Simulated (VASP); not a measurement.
Crystal: HfB.

```
Hf B
1.0
     0.00000    2.31000    2.31000
     2.31000    0.00000    2.31000
     2.31000    2.31000    0.00000
Hf B
1 1
Direct
  0.00000 0.00000 0.00000
  0.50000 0.50000 0.50000
```

| Property | Result |
| --- | --- |
| Program | VASP 6.6.1 |
| Task | relaxation of cell and atoms |
| Functional | LDA |
| Potentials or basis | VASP PAW LDA potentials, release 64 (Hf_pv, B) |
| Cutoff | 500 eV |
| k mesh | 8 × 8 × 8 |
| Occupations | methfessel-paxton, width 0.1 eV |
| Spin | no spin polarisation |

At the start: pressure 20.0 GPa; volume 12.33 Å³/atom.

Where does the relaxation end?

Over 4 steps the energy falls by 65.9 meV/atom and the volume is 13.46 Å³/atom (+9.2 %); space group Fm-3m (No. 225, to 0.1 Å) before and after.

Step by step:
```tsv
step	energy change (eV)	largest force (eV/Å)	pressure (GPa)	volume (Å³)
1	0.0000	0.0000	20.04	24.65
2	0.1088	0.0000	-18.97	30.57
3	-0.1318	0.0000	-0.53	26.99
4	-0.1319	0.0000	-0.04	26.92
```

Final structure:
```yaml
crystal:
  lattice:
    - [0.00000, 2.37886, 2.37886]
    - [2.37886, 0.00000, 2.37886]
    - [2.37886, 2.37886, 0.00000]
  atoms:
    - { symbol: Hf, position: [0.00000, 0.00000, 0.00000] }
    - { symbol: B, position: [0.50000, 0.50000, 0.50000] }
```

Caveat: an odd number of electrons without spin polarisation forces a metal; a magnetic or distorted state may lie lower.
